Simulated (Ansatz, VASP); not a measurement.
# One calculation of Sc3NbO2, two programs

```
CELL_PARAMETERS angstrom
5.48332 0.00000 0.00000
-2.74166 4.74869 0.00000
0.00000 0.00000 7.71716
ATOMIC_POSITIONS crystal
Sc 0.33333 0.66667 0.00000
Sc 0.66667 0.33333 0.00000
Sc 0.00000 0.00000 0.00000
Nb 0.00000 0.00000 0.50000
O 0.00000 0.00000 0.25578
O 0.00000 0.00000 0.74422
```

Alike in both runs: functional PBE; k mesh 12 × 12 × 6; occupations gaussian, width 0.1 eV; no spin polarisation.

Ansatz relaxed the structure, and its values are those at the end. VASP's run is a single point on that final structure, the one shown.

```csv
,VASP,Ansatz
version,VASP 6.6.1,Ansatz 0.2.0
potentials or method,"VASP PAW PBE potentials, release 64 (Sc_sv, Nb_sv, O), cutoff 520 eV","scalar-relativistic, plane waves, PAW"
valence electrons in the cell,58,58
```

|  | VASP | Ansatz | Ansatz less VASP |
| --- | --- | --- | --- |
| gap on the k mesh at the Fermi level (eV) | none | none | - |
| pressure (GPa) | 0.1 | 0.0 | -0.04 |
| rms of the force components (eV/Å) | 0.037 | 0.003 | -0.0342 |

A gap of «none» marks a metal or a gap that the smearing closes. With one functional, cell and mesh, what is left measures potentials, basis and numerics.
